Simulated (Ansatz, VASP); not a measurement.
Given: the input of a run of VASP 6.6.1 on AlN.

File INCAR:

```
  PREC = Accurate
  ENCUT = 600
  EDIFF = 1E-6
  ISMEAR = 0
  SIGMA = 0.025
  LREAL = False
  LASPH = True
  NELM = 120
  ALGO = Normal
  ISIF = 2
  LWAVE = False
  LCHARG = True
  GGA = PE
  LELF = True
  LVHAR = True
  NBANDS = 11
  GGA_COMPAT = False
```

The input KPOINTS:

```
regular mesh
0
Gamma
  10 10 10
```

POSCAR

```
AlN
1.0
    0.0000000000      2.1839935596      2.1839935596
    2.1839935596      0.0000000000      2.1839935596
    2.1839935596      2.1839935596      0.0000000000
Al N
1 1
Direct
    0.0000000000      0.0000000000      0.0000000000
    0.2500000000      0.2500000000      0.2500000000
```

Potentials or basis: VASP PAW PBE potentials, release 64 (Al, N).

Run with:

```sh
$ cat potpaw_PBE.64/Al/POTCAR potpaw_PBE.64/N/POTCAR > POTCAR
$ mpirun -np 1 vasp_std > vasp.out
```

**Question.** Set up the same calculation for Ansatz 0.2.0. Potentials there: all-electron LAPW, scalar-relativistic.

**Answer.** As run (the cutoff follows the program's own potentials):

File input.yaml:

```yaml
crystal:
  lattice:
    - [0.0, 2.1839935596, 2.1839935596]
    - [2.1839935596, 0.0, 2.1839935596]
    - [2.1839935596, 2.1839935596, 0.0]
  atoms:
    - { symbol: Al, position: [0.0, 0.0, 0.0] }
    - { symbol: "N", position: [0.25, 0.25, 0.25] }
kpoints:
  mp_grid: { grid: [10, 10, 10] }
scf:
  occupations: { method: gaussian, width: 0.025 }
hamiltonian:
  xc: pbe
  pseudopotentials: { kind: all_electron, lapw: { basis_error: 0.001 } }
output:
  forces: true
  stress: true
  eigenvalues: true
```

Potentials or basis: all-electron LAPW, scalar-relativistic.

Command:

```console
$ ansatz run input.yaml --threads 1 --pin off --max-ram 3072MiB --backend cpu --events-out ev --progress --plain --runs-dir out
```

Both were run:

|  | VASP | Ansatz | Ansatz less VASP |
| --- | --- | --- | --- |
| gap on the k mesh at the Fermi level (eV) | 3.32 | 3.32 | 0.000 |
| least direct gap on the mesh (eV) | 4.20 | 4.19 | -0.004 |
| pressure (GPa) | 4.5 | 4.8 | +0.30 |

Ansatz ran all-electron here, and VASP with PAW potentials.
